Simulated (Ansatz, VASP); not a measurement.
**One calculation of AlGa3N4, two programs**

```
Al Ga N
1.0
     4.69101    0.00000    0.00000
     0.00000    4.69101    0.00000
     0.00000    0.00000    4.35594
Al Ga N
1 3 4
Cartesian
  0.0000 0.0000 0.0000
  2.3455 2.3455 0.0000
  2.3455 0.0000 2.1780
  0.0000 2.3455 2.1780
  3.5419 3.5419 1.0671
  3.5419 1.1492 3.2889
  1.1492 3.5419 3.2889
  1.1492 1.1492 1.0671
```

Change from the starting cell: strain +0.050 along x and y, -0.025 along z, atoms carried along.

Alike in both runs: task single point; functional PBEsol; k mesh 6 × 6 × 6; occupations gaussian, width 0.05 eV; no spin polarisation.

```csv
,VASP,Ansatz
version,VASP 6.6.1,Ansatz 0.2.0
potentials or method,"VASP PAW PBE potentials, release 64 (Al, Ga_d, N), cutoff 520 eV","scalar-relativistic, plane waves, PAW"
valence electrons in the cell,62,62
```

```tsv
	VASP	Ansatz	Ansatz less VASP
gap on the k mesh at the Fermi level (eV)	1.61	1.59	-0.015
least direct gap on the mesh (eV)	1.61	1.59	-0.015
pressure (GPa)	-12.3	-12.2	+0.10
traceless stress, the component that is largest in VASP (GPa)	5.47	5.45	-0.017
rms of the force components (eV/Å)	0.026	0.026	+0.0003
```

VASP's potentials were made for PBE, not for PBEsol. Atom by atom the forces differ by 0.000 eV/Å (rms over components).
